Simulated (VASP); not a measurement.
# Bi2Te3 (R-3m) in VASP: notebook

Aim: see how the results for Bi2Te3 move with the level of theory and the settings. Levels: PBE, LDA. Tasks: single point.

Program: VASP 6.6.1. These are calculated values, not measurements. Logs are shortened: lines on timing, memory, paths and dates and some standing lists are left out, and cuts for length are marked.

**Experimental background.**

“Vacancy and Antisite-Induced Ferromagnetism in Liquid-Phase Exfoliated Bi2Te3”, 2024, arxiv:2412.10539 quotes, for a bulk crystal of Bi2Te3: band gap 0.17 eV.

The runs below are set against these values where they give the same quantity.

**1. The cell of the first run**

Symmetry: R-3m, No. 166, trigonal system. Conventional cell: a = 4.447 Å, b = 4.447 Å, c = 32.169 Å, α = 90.00°, β = 90.00°, γ = 120.00°. Bi (site symmetry 3m) has 6 Te at 3.09 to 3.29 Å within 4.1 Å. Within 4.6 Å of Te (site symmetry -3m) lie 6 Bi at 3.29 Å and 12 Te at 4.45 to 4.56 Å. Within 4.1 Å of Te (site symmetry 3m) lie 3 Bi at 3.09 Å and 3 Te at 4.08 Å.

**2. Single point, PBE**

File INCAR:

```
SYSTEM = Bi2Te3
  PREC = Accurate
  ENCUT = 520
  EDIFF = 1E-6
  ISMEAR = 0
  SIGMA = 0.05
  LREAL = Auto
  LASPH = .TRUE.
  NELM = 100
  ALGO = Normal
  ISIF = 2
  LWAVE = .FALSE.
  LCHARG = .FALSE.
  GGA = PE
  NBANDS = 85
```

File KPOINTS:

```
Automatic mesh
0
G
  9 9 1
  0 0 0
```

File POSCAR:

```
Bi2Te3
1.0
   -4.4465493992      0.0000000000      0.0000000000
   -2.2232746996     -3.8508247389      0.0000000000
    0.0000000000      0.0000000000     32.1686732172
Bi Te
6 9
Direct
    0.6666666667      0.6666666667      0.7305409674
    1.0000000000      0.0000000000      0.3972076341
    0.3333333333      0.3333333333      0.0638743008
    0.6666666667      0.6666666667      0.9361256992
    1.0000000000      0.0000000000      0.6027923659
    0.3333333333      0.3333333333      0.2694590326
    0.6666666667      0.6666666667      0.3333333333
    0.0000000000      0.0000000000      0.0000000000
    0.3333333333      0.3333333333      0.6666666667
    0.6666666667      0.6666666667      0.5493666538
    1.0000000000      1.0000000000      0.2160333205
    0.3333333333      0.3333333333      0.8826999872
    0.6666666667      0.6666666667      0.1173000128
    1.0000000000      0.0000000000      0.7839666795
    0.3333333333      0.3333333333      0.4506333462
```

Potentials or basis: VASP PAW PBE potentials, release 64 (Bi_d, Te).

On the command line:

```console
> cat potpaw_PBE.64/Bi_d/POTCAR potpaw_PBE.64/Te/POTCAR > POTCAR
> mpirun -np 1 vasp_std > vasp.out
```

OUTCAR:

```text
SYSTEM = Bi2Te3
   PREC = Accurate
   ENCUT = 520
   EDIFF = 1E-6
   ISMEAR = 0
   LREAL = Auto
   LASPH = .TRUE.
   NELM = 100
   ISIF = 2
   GGA = PE

 ion  position               nearest neighbor table
   1  0.667  0.667  0.731-  14 3.09  14 3.09  14 3.09   9 3.29   9 3.29   9 3.29
   2  0.000  0.000  0.397-  15 3.09  15 3.09  15 3.09   7 3.29   7 3.29   7 3.29
   3  0.333  0.333  0.064-  13 3.09  13 3.09  13 3.09   8 3.29   8 3.29   8 3.29
   4  0.667  0.667  0.936-  12 3.09  12 3.09  12 3.09   8 3.29   8 3.29   8 3.29
   5  0.000  0.000  0.603-  10 3.09  10 3.09  10 3.09   9 3.29   9 3.29   9 3.29
   6  0.333  0.333  0.269-  11 3.09  11 3.09  11 3.09   7 3.29   7 3.29   7 3.29
   7  0.667  0.667  0.333-   6 3.29   6 3.29   6 3.29   2 3.29   2 3.29   2 3.29
   8  0.000  0.000  0.000-   3 3.29   4 3.29   4 3.29   3 3.29   3 3.29   4 3.29
   9  0.333  0.333  0.667-   1 3.29   1 3.29   1 3.29   5 3.29   5 3.29   5 3.29
  10  0.667  0.667  0.549-   5 3.09   5 3.09   5 3.09
  11  0.000  0.000  0.216-   6 3.09   6 3.09   6 3.09
  12  0.333  0.333  0.883-   4 3.09   4 3.09   4 3.09
  13  0.667  0.667  0.117-   3 3.09   3 3.09   3 3.09
  14  0.000  0.000  0.784-   1 3.09   1 3.09   1 3.09
  15  0.333  0.333  0.451-   2 3.09   2 3.09   2 3.09

  LATTYP: Found a hexagonal cell.
 ALAT       =     4.4465493992
 C/A-ratio  =     7.2345250956

  Lattice vectors:

 A1 = (   2.2232746996,   3.8508247389,   0.0000000000)
 A2 = (  -4.4465493992,   0.0000000000,   0.0000000000)
 A3 = (   0.0000000000,   0.0000000000,  32.1686732172)

Analysis of symmetry for initial positions (statically):
=====================================================================
 Subroutine PRICEL returns following result:

  LATTYP: Found a trigonal (rhomboedric) cell.
 ALAT       =    11.0259237004
 COS(alpha) =     0.9186820762

  Lattice vectors:

 A1 = (   0.0000000002,   2.5672164927, -10.7228910713)
 A2 = (   2.2232746992,  -1.2836082466, -10.7228910745)
 A3 = (  -2.2232746994,  -1.2836082462, -10.7228910713)

   3 primitive cells build up your supercell.

 Routine SETGRP: Setting up the symmetry group for a
 hexagonal supercell.

 Subroutine GETGRP returns: Found 12 space group operations
 (whereof 12 operations were pure point group operations)
 out of a pool of 24 trial point group operations.

The static configuration has the point symmetry D_3d.

Analysis of symmetry for dynamics (positions and initial velocities):
=====================================================================
 Subroutine PRICEL returns following result:

  LATTYP: Found a trigonal (rhomboedric) cell.
 ALAT       =    11.0259237004
 COS(alpha) =     0.9186820762

  Lattice vectors:

 A1 = (   0.0000000002,   2.5672164927, -10.7228910713)
 A2 = (   2.2232746992,  -1.2836082466, -10.7228910745)
 A3 = (  -2.2232746994,  -1.2836082462, -10.7228910713)

   3 primitive cells build up your supercell.

 Routine SETGRP: Setting up the symmetry group for a
 hexagonal supercell.

 Subroutine GETGRP returns: Found 12 space group operations
 (whereof 12 operations were pure point group operations)
 out of a pool of 24 trial point group operations.

The dynamic configuration has the point symmetry D_3d.

 Subroutine INISYM returns: Found 12 space group operations
 (whereof 12 operations are pure point group operations),
 and found     3 'primitive' translations

----------------------------------------------------------------------------------------

                                     Primitive cell

  volume of cell :     183.6068

  direct lattice vectors                    reciprocal lattice vectors
     0.000000000  2.567216493-10.722891071    -0.000000000  0.259684631 -0.031086144
     2.223274699 -1.283608247-10.722891075     0.224893487 -0.129842315 -0.031086144
    -2.223274699 -1.283608246-10.722891071    -0.224893487 -0.129842315 -0.031086144

  length of vectors
    11.025923700 11.025923703 11.025923700     0.261538631  0.261538631  0.261538631

  position of ions in fractional coordinates (direct lattice)
     0.602792366  0.602792366  0.602792366
     0.397207634  0.397207634  0.397207634
     0.000000000  0.000000000  0.000000000
     0.783966679  0.783966679  0.783966680
     0.216033320  0.216033320  0.216033321

  ion indices of the primitive-cell ions
   primitive index   ion index
                 1           1
                 2           4
                 3           7
                 4          10
                 5          13

----------------------------------------------------------------------------------------

 KPOINTS: Automatic mesh

Automatic generation of k-mesh.
 Grid dimensions read from file:
 generate k-points for:    9    9    1

 Generating k-lattice:

  Cartesian coordinates                     Fractional coordinates (reciprocal lattice)
    -0.024988165  0.014426924  0.000000000     0.111111111  0.000000000  0.000000000
     0.000000000 -0.028853848  0.000000000     0.000000000  0.111111111  0.000000000
     0.000000000  0.000000000  0.031086144     0.000000000  0.000000000  1.000000000

  Length of vectors
     0.028853848  0.028853848  0.031086144

  Shift w.r.t. Gamma in fractional coordinates (k-lattice)
     0.000000000  0.000000000  0.000000000

 Subroutine IBZKPT returns following result:
 ===========================================

 Found     12 irreducible k-points:

 Following reciprocal coordinates:
            Coordinates               Weight
  0.000000  0.000000  0.000000      1.000000
  0.111111 -0.000000  0.000000      6.000000
  0.222222 -0.000000  0.000000      6.000000
  0.333333 -0.000000  0.000000      6.000000
  0.444444 -0.000000  0.000000      6.000000
  0.222222  0.111111  0.000000      6.000000
  0.333333  0.111111  0.000000     12.000000
  0.444444  0.111111  0.000000     12.000000
 -0.444444  0.111111  0.000000      6.000000
  0.444444  0.222222  0.000000      6.000000
 -0.444444  0.222222  0.000000     12.000000
 -0.333333  0.333333  0.000000      2.000000
   k-points           NKPTS =     12   k-points in BZ     NKDIM =     12   number of bands    NBANDS=     85
   number of dos      NEDOS =    301   number of ions     NIONS =     15
   total plane-waves  NPLWV = 311040
   dimension x,y,z NGX =    36 NGY =   36 NGZ =  240
   dimension x,y,z NGXF=    72 NGYF=   72 NGZF=  480
   ions per type =               6   9
   NGX,Y,Z   is equivalent  to a cutoff of  13.46, 13.46, 12.40 a.u.
   NGXF,Y,Z  is equivalent  to a cutoff of  26.92, 26.92, 24.81 a.u.
 SYSTEM =  Bi2Te3
   PREC   = accura    normal or accurate (medium, high low for compatibility)
   ISTART =      0    job   : 0-new  1-cont  2-samecut
   ICHARG =      2    charge: 1-file 2-atom 10-const
   ISPIN  =      1    spin polarized calculation?
   LNONCOLLINEAR =      F non collinear calculations
   LSORBIT =      F    spin-orbit coupling
   LASPH  =      T    aspherical Exc in radial PAW
   ENCUT  =  520.0 eV  38.22 Ry    6.18 a.u.   8.27  8.27 59.81*2*pi/ulx,y,z
   NELM   =    100;   NELMIN=  2; NELMDL= -5     # of ELM steps
   EDIFF  = 0.1E-05   stopping-criterion for ELM
   LREAL  =      T    real-space projection
   EDIFFG = 0.1E-04   stopping-criterion for IOM
   NSW    =      0    number of steps for IOM
   IBRION =     -1    ionic relax: 0-MD 1-quasi-New 2-CG
   NFREE  =      0    steps in history (QN), initial steepest desc. (CG)
   ISIF   =      2    stress and relaxation
   ISYM   =      2    0-nonsym 1-usesym 2-fastsym
   POTIM  = 0.5000    time-step for ionic-motion
   TEBEG  =    0.0;   TEEND  =   0.0 temperature during run
   PSTRESS=    0.0 pullay stress
   NELECT =     144.0000    total number of electrons
   NUPDOWN=      -1.0000    fix difference up-down
   EMIN   =  10.00;   EMAX   =-10.00  energy-range for DOS
   EFERMI =   0.00;   METHOD = LEGACY
   ISMEAR =     0;   SIGMA  =   0.05  broadening in eV -4-tet -1-fermi 0-gaus
   EFERMI_NEDOS =   21; number of points for ismear=-14 and -15
   IALGO  =     38    algorithm
   IMIX   =      4    mixing-type and parameters
     AMIX     =   0.40;   BMIX     =  1.00
     AMIX_MAG =   1.60;   BMIX_MAG =  1.00
  volume/ion in A,a.u.               =      36.72       247.81
  Fermi-wavevector in a.u.,A,eV,Ry     =   1.046789  1.978144 14.908807  1.095766
  Thomas-Fermi vector in A             =   2.181642
   LORBIT       =      0    0 simple, 1 ext, 2 COOP (PROOUT), +10 PAW based schemes
   GGA     = PE    functional components
   LHFCALC =     F    Hartree Fock is set to
   AEXX    =    0.0000 exact exchange contribution
   IVDW    =     0    specifies the selected vdW correction
   LEPSILON=     F    determine dielectric tensor
   LRPA    =     F    only Hartree local field effects (RPA)
 non-spin polarized calculation
 Gauss-broadening in eV      SIGMA  =   0.05
  energy-cutoff  :      520.00
  volume of cell :      550.82
 maximum number of plane-waves:     14889
 NGX is ok and might be reduce to    36
   NGX = 17   NGY = 17   NGZ =119

 number of electron     144.0000010 magnetization

 Free energy of the ion-electron system (eV)
  ---------------------------------------------------
  ext. energy  EPLUGINS =         0.00000000
  ---------------------------------------------------
  free energy    TOTEN  =       -55.22540495 eV

  energy without entropy =      -55.22540495  energy(sigma->0) =      -55.22540495

 E-fermi :   5.2723     XC(G=0):  -8.9161

 val. band max:        4.9963307031   @ k =   0.0000   0.0000   0.0000
 cond. band min:       5.5358981566   @ k =   0.0000   0.0000   0.0000
 fundamental gap:      0.5395674535
 Fermi energy:         5.2723112218

 k-point     1 :       0.0000    0.0000    0.0000
  band No.  band energies     occupation
      1     -17.9179      2.00000
      2     -17.9179      2.00000
      3     -17.9179      2.00000
      4     -17.9179      2.00000
      5     -17.9179      2.00000
      6     -17.9179      2.00000
[... 76 lines left out ...]
     83       6.9841      0.00000
     84       7.0693      0.00000

 k-point     2 :       0.1111   -0.0000    0.0000
  band No.  band energies     occupation
      1     -17.9187      2.00000
      2     -17.9187      2.00000
      3     -17.9187      2.00000
      4     -17.9175      2.00000
      5     -17.9175      2.00000
      6     -17.9175      2.00000
[... 859 lines left out ...]
     83       8.5051      0.00000
     84       8.6123      0.00000

 k-point    12 :      -0.3333    0.3333    0.0000
  band No.  band energies     occupation
      1     -17.9200      2.00000
      2     -17.9200      2.00000
      3     -17.9200      2.00000
      4     -17.9200      2.00000
      5     -17.9200      2.00000
      6     -17.9200      2.00000
[... 76 lines left out ...]
     83       8.6467      0.00000
     84       8.6478      0.00000
 [bands above 84 left out]

------------------------ aborting loop because EDIFF is reached ----------------------------------------

  FORCE on cell =-STRESS in cart. coord.  units (eV):
  Direction    XX          YY          ZZ          XY          YZ          ZX
  --------------------------------------------------------------------------------------
  -------------------------------------------------------------------------------------
  Total       -0.1580139     -0.1580139     -0.1043650      0.0000000      0.0000000      0.0000000
  in kB       -0.4596169     -0.4596169     -0.3035675      0.0000000      0.0000000      0.0000000
  external PRESSURE =      -0.4076004 kB  Pullay stress =       0.0000000 kB

 VOLUME and BASIS-vectors are now :
 -----------------------------------------------------------------------------
  energy-cutoff  :      520.00
  volume of cell :      550.82
      direct lattice vectors                 reciprocal lattice vectors
    -4.446549399  0.000000000  0.000000000    -0.224893487  0.129842315  0.000000000
    -2.223274700 -3.850824739  0.000000000     0.000000000 -0.259684631  0.000000000
     0.000000000  0.000000000 32.168673217     0.000000000  0.000000000  0.031086144

 POSITION                                       TOTAL-FORCE (eV/Angst)
 -----------------------------------------------------------------------------------
     -4.44655     -2.56722     23.50053         0.000000     -0.000000      0.002589
      0.00000      0.00000     12.77764        -0.000000     -0.000000      0.002589
     -2.22327     -1.28361      2.05475        -0.000000      0.000000      0.002589
     -4.44655     -2.56722     30.11392         0.000000     -0.000000     -0.002589
      0.00000      0.00000     19.39103         0.000000     -0.000000     -0.002589
     -2.22327     -1.28361      8.66814        -0.000000      0.000000     -0.002589
     -4.44655     -2.56722     10.72289        -0.000000      0.000000     -0.000000
      0.00000      0.00000      0.00000         0.000000      0.000000     -0.000000
     -2.22327     -1.28361     21.44578         0.000000      0.000000     -0.000000
     -4.44655     -2.56722     17.67240         0.000000      0.000000     -0.021889
      0.00000      0.00000      6.94951         0.000000      0.000000     -0.021889
     -2.22327     -1.28361     28.39529         0.000000     -0.000000     -0.021889
     -4.44655     -2.56722      3.77339        -0.000000      0.000000      0.021889
      0.00000      0.00000     25.21917        -0.000000      0.000000      0.021889
     -2.22327     -1.28361     14.49628        -0.000000      0.000000      0.021889
 -----------------------------------------------------------------------------------
    total drift:                               -0.000000     -0.000000      0.000000

  FREE ENERGIE OF THE ION-ELECTRON SYSTEM (eV)
  ---------------------------------------------------
  free  energy   TOTEN  =       -55.2254049456 eV

  energy  without entropy=      -55.2254049456  energy(sigma->0) =      -55.22540495
```

Wall time 20 min (1 thread of Intel Xeon 8259CL, shared host); peak memory 0.82 GiB.

What came out:

```
Free energy            : -55.2254 eV
Pressure               : 0.0 GPa
Largest force          : 0.022 eV/Å
Band gap on the k mesh : 0.54 eV
```

Forces in eV/Å, atoms in the order of the input:
```
Bi   0.000  0.000  0.003
Bi   0.000  0.000  0.003
Bi   0.000  0.000  0.003
Bi   0.000  0.000 -0.003
Bi   0.000  0.000 -0.003
Bi   0.000  0.000 -0.003
Te   0.000  0.000  0.000
Te   0.000  0.000  0.000
Te   0.000  0.000  0.000
Te   0.000  0.000 -0.022
Te   0.000  0.000 -0.022
Te   0.000  0.000 -0.022
Te   0.000  0.000  0.022
Te   0.000  0.000  0.022
Te   0.000  0.000  0.022
```

Levels at points of the mesh, in eV from the valence-band top:
```
           k point  band 68  band 69  band 70  band 71  band 72  band 73  band 74  band 75  band 76  band 77
(0.00, 0.00, 0.00)    -0.58    -0.58    -0.19    -0.19     0.00     0.54     0.74     0.74     1.13     1.13
```

Caveat: spin-orbit coupling is left out, which moves the levels of the heavy elements; an odd mesh through Γ misses points on the zone boundary, where band edges can lie; this functional lacks dispersion, which binds the layers, so the pressure and a relaxed spacing across them are unreliable.

**3. Single point, PBE**

This run uses another cell than the first one: it holds 5 atoms, not 15.

File INCAR:

```
SYSTEM = Bi2Te3
PREC = Accurate ; ENCUT = 520
EDIFF = 1E-6 ; ISMEAR = 0
SIGMA = 0.02 ; LREAL = .FALSE.
LASPH = .TRUE. ; NELM = 60
ALGO = Normal ; ISIF = 2
LWAVE = .FALSE. ; LCHARG = .FALSE.
GGA = PE ; NBANDS = 32
```

File KPOINTS:

```
Automatic mesh
0
G
  12 12 12
  0 0 0
```

File POSCAR:

```
Bi2Te3
1.0
    2.2232747022      1.2836082478     10.7228911982
   -2.2232747022      1.2836082478     10.7228911982
    0.0000000000     -2.5672164956     10.7228911982
Bi Te
2 3
Direct
    0.3972076334      0.3972076334      0.3972076334
    0.6027923666      0.6027923666      0.6027923666
    0.0000000000      0.0000000000      0.0000000000
    0.2160333219      0.2160333219      0.2160333219
    0.7839666781      0.7839666781      0.7839666781
```

Potentials or basis: VASP PAW PBE potentials, release 64 (Bi_d, Te).

On the command line:

```console
> cat potpaw_PBE.64/Bi_d/POTCAR potpaw_PBE.64/Te/POTCAR > POTCAR
> mpirun -np 1 vasp_std > vasp.out
```

Run time: 68 min. Hardware: 1 thread of Intel Xeon 6975P-C (Granite Rapids), shared host; peak memory 1.7 GiB.

Results (log left out):

| Quantity | Value |
| --- | --- |
| Free energy | -18.4042 eV |
| Pressure | 0.0 GPa |
| Largest force | 0.009 eV/Å |
| Band gap on the k mesh | 0.54 eV |

Forces on the atoms (eV/Å):
```
Bi   0.000  0.000 -0.008
Bi   0.000  0.000  0.008
Te   0.000  0.000  0.000
Te   0.000  0.000 -0.009
Te   0.000  0.000  0.009
```

Levels at points of the mesh, in eV from the valence-band top:
```csv
k point,band 22,band 23,band 24,band 25,band 26,band 27
"(0.00, 0.00, 0.00)",-0.58,-0.58,0.00,0.54,1.13,1.13
"(0.50, 0.00, 0.00)",-1.63,-0.68,-0.46,0.94,1.68,2.70
"(0.50, 0.50, 0.00)",-1.40,-0.95,-0.85,1.45,1.55,2.19
"(0.50, 0.50, 0.50)",-0.69,-0.69,-0.25,0.80,1.34,1.34
```

Caveat: spin-orbit coupling is left out, which moves the levels of the heavy elements.

[end of part 1 of 2]
